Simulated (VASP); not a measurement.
# KI (Pm-3m) in VASP: notebook

The runs below take KI through single point, relaxation of cell and atoms, with PBEsol+D3(BJ), BLYP+D3(BJ), PBEsol.

Everything below comes from runs of VASP 6.6.1. Logs are shortened: lines on timing, memory, paths and dates and some standing lists are left out, and cuts for length are marked.

## 1. The cell of the first run

The structure is cubic, space group Pm-3m (No. 221). Conventional cell: a = 4.126 Å, b = 4.126 Å, c = 4.126 Å, α = 90.00°, β = 90.00°, γ = 90.00°. K (site symmetry m-3m) has 8 I at 3.57 Å and 6 K at 4.13 Å within 4.7 Å. I (site symmetry m-3m) has 8 K at 3.57 Å and 6 I at 4.13 Å within 4.7 Å.

## 2. Single point, PBEsol+D3(BJ)

INCAR reads:

```
SYSTEM = KI
  ALGO = Normal
  EDIFF = 1E-7
  ENCUT = 520
  GGA = PS
  ISIF = 2
  ISMEAR = 0
  IVDW = 12
  LASPH = .True.
  LCHARG = .False.
  LREAL = .False.
  LWAVE = .False.
  NBANDS = 15
  NELM = 60
  PREC = Accurate
  SIGMA = 0.01
```

KPOINTS reads:

```
k-points
0
Gamma
  4 4 4
  0 0 0
```

POSCAR reads:

```
KI
1.0
    4.1258893743      0.0000000000      0.0000000000
    0.0000000000      4.1258893743      0.0000000000
    0.0000000000      0.0000000000      4.1258893743
K I
1 1
Direct
    0.0000000000      0.0000000000      0.0000000000
    0.5000000000      0.5000000000      0.5000000000
```

Potentials or basis: VASP PAW PBE potentials, release 64 (K_sv, I).

The run is started by

```bash
$ cat potpaw_PBE.64/K_sv/POTCAR potpaw_PBE.64/I/POTCAR > POTCAR
$ mpirun -np 1 vasp_std > vasp.out
```

OUTCAR:

```text
SYSTEM = KI
   EDIFF = 1E-7
   ENCUT = 520
   GGA = PS
   ISIF = 2
   ISMEAR = 0
   IVDW = 12
   LASPH = .True.
   LREAL = .False.
   NELM = 60
   PREC = Accurate
 IVDW          = 12

 ion  position               nearest neighbor table
   1  0.000  0.000  0.000-   2 3.57   2 3.57   2 3.57   2 3.57   2 3.57   2 3.57   2 3.57   2 3.57

   2  0.500  0.500  0.500-   1 3.57   1 3.57   1 3.57   1 3.57   1 3.57   1 3.57   1 3.57   1 3.57

  LATTYP: Found a simple cubic cell.
 ALAT       =     4.1258893743

  Lattice vectors:

 A1 = (   4.1258893743,   0.0000000000,   0.0000000000)
 A2 = (   0.0000000000,   4.1258893743,   0.0000000000)
 A3 = (   0.0000000000,   0.0000000000,   4.1258893743)

Analysis of symmetry for initial positions (statically):
=====================================================================
 Subroutine PRICEL returns:
 Original cell was already a primitive cell.

 Routine SETGRP: Setting up the symmetry group for a
 simple cubic supercell.

 Subroutine GETGRP returns: Found 48 space group operations
 (whereof 48 operations were pure point group operations)
 out of a pool of 48 trial point group operations.

The static configuration has the point symmetry O_h .

Analysis of symmetry for dynamics (positions and initial velocities):
=====================================================================
 Subroutine PRICEL returns:
 Original cell was already a primitive cell.

 Routine SETGRP: Setting up the symmetry group for a
 simple cubic supercell.

 Subroutine GETGRP returns: Found 48 space group operations
 (whereof 48 operations were pure point group operations)
 out of a pool of 48 trial point group operations.

The dynamic configuration has the point symmetry O_h .

 Subroutine INISYM returns: Found 48 space group operations
 (whereof 48 operations are pure point group operations),
 and found     1 'primitive' translations

----------------------------------------------------------------------------------------

                                     Primitive cell

  volume of cell :      70.2349

  direct lattice vectors                    reciprocal lattice vectors
     4.125889374  0.000000000  0.000000000     0.242371986  0.000000000  0.000000000
     0.000000000  4.125889374  0.000000000     0.000000000  0.242371986  0.000000000
     0.000000000  0.000000000  4.125889374     0.000000000  0.000000000  0.242371986

  length of vectors
     4.125889374  4.125889374  4.125889374     0.242371986  0.242371986  0.242371986

  position of ions in fractional coordinates (direct lattice)
     0.000000000  0.000000000  0.000000000
     0.500000000  0.500000000  0.500000000

  ion indices of the primitive-cell ions
   primitive index   ion index
                 1           1
                 2           2

----------------------------------------------------------------------------------------

 KPOINTS: k-points

Automatic generation of k-mesh.
 Grid dimensions read from file:
 generate k-points for:    4    4    4

 Generating k-lattice:

  Cartesian coordinates                     Fractional coordinates (reciprocal lattice)
     0.060592996  0.000000000  0.000000000     0.250000000  0.000000000  0.000000000
     0.000000000  0.060592996  0.000000000     0.000000000  0.250000000  0.000000000
     0.000000000  0.000000000  0.060592996     0.000000000  0.000000000  0.250000000

  Length of vectors
     0.060592996  0.060592996  0.060592996

  Shift w.r.t. Gamma in fractional coordinates (k-lattice)
     0.000000000  0.000000000  0.000000000

 Subroutine IBZKPT returns following result:
 ===========================================

 Found     10 irreducible k-points:

 Following reciprocal coordinates:
            Coordinates               Weight
  0.000000  0.000000  0.000000      1.000000
  0.250000  0.000000  0.000000      6.000000
  0.500000  0.000000  0.000000      3.000000
  0.250000  0.250000  0.000000     12.000000
  0.500000  0.250000  0.000000     12.000000
  0.500000  0.500000  0.000000      3.000000
  0.250000  0.250000  0.250000      8.000000
  0.500000  0.250000  0.250000     12.000000
  0.500000  0.500000  0.250000      6.000000
  0.500000  0.500000  0.500000      1.000000
   k-points           NKPTS =     10   k-points in BZ     NKDIM =     10   number of bands    NBANDS=     15
   number of dos      NEDOS =    301   number of ions     NIONS =      2
   total plane-waves  NPLWV =  32768
   dimension x,y,z NGX =    32 NGY =   32 NGZ =   32
   dimension x,y,z NGXF=    64 NGYF=   64 NGZF=   64
   ions per type =               1   1
   NGX,Y,Z   is equivalent  to a cutoff of  12.89, 12.89, 12.89 a.u.
   NGXF,Y,Z  is equivalent  to a cutoff of  25.79, 25.79, 25.79 a.u.
 SYSTEM =  KI
   PREC   = accura    normal or accurate (medium, high low for compatibility)
   ISTART =      0    job   : 0-new  1-cont  2-samecut
   ICHARG =      2    charge: 1-file 2-atom 10-const
   ISPIN  =      1    spin polarized calculation?
   LNONCOLLINEAR =      F non collinear calculations
   LSORBIT =      F    spin-orbit coupling
   LASPH  =      T    aspherical Exc in radial PAW
   ENCUT  =  520.0 eV  38.22 Ry    6.18 a.u.   7.67  7.67  7.67*2*pi/ulx,y,z
   NELM   =     60;   NELMIN=  2; NELMDL= -5     # of ELM steps
   EDIFF  = 0.1E-06   stopping-criterion for ELM
   LREAL  =      F    real-space projection
   EDIFFG = 0.1E-05   stopping-criterion for IOM
   NSW    =      0    number of steps for IOM
   IBRION =     -1    ionic relax: 0-MD 1-quasi-New 2-CG
   NFREE  =      0    steps in history (QN), initial steepest desc. (CG)
   ISIF   =      2    stress and relaxation
   ISYM   =      2    0-nonsym 1-usesym 2-fastsym
   POTIM  = 0.5000    time-step for ionic-motion
   TEBEG  =    0.0;   TEEND  =   0.0 temperature during run
   PSTRESS=    0.0 pullay stress
   NELECT =      16.0000    total number of electrons
   NUPDOWN=      -1.0000    fix difference up-down
   EMIN   =  10.00;   EMAX   =-10.00  energy-range for DOS
   EFERMI =   0.00;   METHOD = LEGACY
   ISMEAR =     0;   SIGMA  =   0.01  broadening in eV -4-tet -1-fermi 0-gaus
   EFERMI_NEDOS =   21; number of points for ismear=-14 and -15
   IALGO  =     38    algorithm
   IMIX   =      4    mixing-type and parameters
     AMIX     =   0.40;   BMIX     =  1.00
     AMIX_MAG =   1.60;   BMIX_MAG =  1.00
  volume/ion in A,a.u.               =      35.12       236.98
  Fermi-wavevector in a.u.,A,eV,Ry     =   0.999840  1.889424 13.601477  0.999680
  Thomas-Fermi vector in A             =   2.132157
   LORBIT       =      0    0 simple, 1 ext, 2 COOP (PROOUT), +10 PAW based schemes
   GGA     = PS    functional components
   LHFCALC =     F    Hartree Fock is set to
   AEXX    =    0.0000 exact exchange contribution
   IVDW    =    12    specifies the selected vdW correction
   LEPSILON=     F    determine dielectric tensor
   LRPA    =     F    only Hartree local field effects (RPA)
 non-spin polarized calculation
 Gauss-broadening in eV      SIGMA  =   0.01
  energy-cutoff  :      520.00
  volume of cell :       70.23
 maximum number of plane-waves:      1924
 NGX is ok and might be reduce to    32
   NGX = 15   NGY = 15   NGZ = 15

 number of electron      16.0000001 magnetization

 Free energy of the ion-electron system (eV)
  ---------------------------------------------------
  ext. energy  EPLUGINS =         0.00000000
  ---------------------------------------------------
  free energy    TOTEN  =        -5.69167878 eV

  energy without entropy =       -5.69167878  energy(sigma->0) =       -5.69167878

 E-fermi :   1.7657     XC(G=0):  -8.3731

 val. band max:        1.6247147435   @ k =   0.5000   0.5000   0.0000
 cond. band min:       5.1141789263   @ k =   0.0000   0.0000   0.0000
 fundamental gap:      3.4894641829
 Fermi energy:         1.7657225067

 k-point     1 :       0.0000    0.0000    0.0000
  band No.  band energies     occupation
      1     -27.5049      2.00000
      2     -11.0253      2.00000
      3     -11.0253      2.00000
      4     -11.0253      2.00000
      5      -9.9198      2.00000
      6       1.1862      2.00000
      7       1.1862      2.00000
      8       1.1862      2.00000
      9       5.1142      0.00000
     10       5.9961      0.00000
     11       5.9961      0.00000
     12      10.1061      0.00000
     13      10.1061      0.00000
     14      10.1061      0.00000
     15      12.3688      0.00000

 k-point     2 :       0.2500    0.0000    0.0000
  band No.  band energies     occupation
      1     -27.5006      2.00000
      2     -11.2045      2.00000
      3     -11.0154      2.00000
      4     -11.0154      2.00000
      5      -9.6510      2.00000
      6      -0.2227      2.00000
      7       1.2155      2.00000
      8       1.2155      2.00000
      9       6.1488      0.00000
     10       6.4792      0.00000
     11       7.7645      0.00000
     12       9.9634      0.00000
     13       9.9634      0.00000
     14      10.3629      0.00000
     15      10.3882      0.00000

 k-point     3 :       0.5000    0.0000    0.0000
  band No.  band energies     occupation
      1     -27.4963      2.00000
      2     -11.3448      2.00000
      3     -11.0055      2.00000
      4     -11.0055      2.00000
      5      -9.4060      2.00000
      6      -1.1768      2.00000
      7       1.2437      2.00000
      8       1.2437      2.00000
      9       7.2722      0.00000
     10       7.5614      0.00000
     11       8.4618      0.00000
     12       9.1638      0.00000
     13      10.4798      0.00000
     14      10.4798      0.00000
     15      10.5117      0.00000
[... 91 lines left out ...]
 k-point     9 :       0.5000    0.5000    0.2500
  band No.  band energies     occupation
      1     -27.4844      2.00000
      2     -11.1416      2.00000
      3     -11.1416      2.00000
      4     -11.0586      2.00000
      5      -9.3217      2.00000
      6      -0.4463      2.00000
      7      -0.4463      2.00000
      8       0.4192      2.00000
      9       6.0489      0.00000
     10       7.6373      0.00000
     11       7.6373      0.00000
     12       9.2533      0.00000
     13      11.1111      0.00000
     14      11.1111      0.00000
     15      11.5624      0.00000

 k-point    10 :       0.5000    0.5000    0.5000
  band No.  band energies     occupation
      1     -27.4806      2.00000
      2     -11.1243      2.00000
      3     -11.1243      2.00000
      4     -11.1243      2.00000
      5      -9.1944      2.00000
      6      -0.4504      2.00000
      7      -0.4504      2.00000
      8      -0.4504      2.00000
      9       7.1809      0.00000
     10       7.1809      0.00000
     11       7.1809      0.00000
     12      10.8749      0.00000
     13      10.8749      0.00000
     14      10.8749      0.00000
     15      11.3623      0.00000

------------------------ aborting loop because EDIFF is reached ----------------------------------------

 Edisp (eV)   -0.58578

 E8    (eV) :    -0.4128

  FORCE on cell =-STRESS in cart. coord.  units (eV):
  Direction    XX          YY          ZZ          XY          YZ          ZX
  --------------------------------------------------------------------------------------
  -------------------------------------------------------------------------------------
  Total       0.02380     0.02380     0.02380    -0.00000     0.00000     0.00000
  in kB       0.54303     0.54303     0.54303    -0.00000     0.00000     0.00000
  external pressure =        0.54 kB  Pullay stress =        0.00 kB

 VOLUME and BASIS-vectors are now :
 -----------------------------------------------------------------------------
  energy-cutoff  :      520.00
  volume of cell :       70.23
      direct lattice vectors                 reciprocal lattice vectors
     4.125889374  0.000000000  0.000000000     0.242371986  0.000000000  0.000000000
     0.000000000  4.125889374  0.000000000     0.000000000  0.242371986  0.000000000
     0.000000000  0.000000000  4.125889374     0.000000000  0.000000000  0.242371986

 POSITION                                       TOTAL-FORCE (eV/Angst)
 -----------------------------------------------------------------------------------
      0.00000      0.00000      0.00000         0.000000      0.000000      0.000000
      2.06294      2.06294      2.06294         0.000000      0.000000      0.000000
 -----------------------------------------------------------------------------------
    total drift:                                0.000000      0.000000     -0.000000

  FREE ENERGIE OF THE ION-ELECTRON SYSTEM (eV)
  ---------------------------------------------------
  free  energy   TOTEN  =        -6.2774587555 eV

  energy  without entropy=       -6.2774587555  energy(sigma->0) =       -6.27745876
```

It took 8.9 s on 1 thread of Intel Xeon 6975P-C, shared host; peak memory 0.18 GiB.

Results:

| Property | Result |
| --- | --- |
| Free energy | -6.2775 eV |
| Pressure | 0.1 GPa |
| Band gap on the k mesh | 3.49 eV, indirect (least direct gap 3.65 eV) |
| Dispersion energy per atom | -0.293 eV |

Caveat: the PAW data sets were made with another functional, which shifts forces and pressure a little; spin-orbit coupling is left out, which moves the levels of the heavy elements.

[end of part 1 of 3]
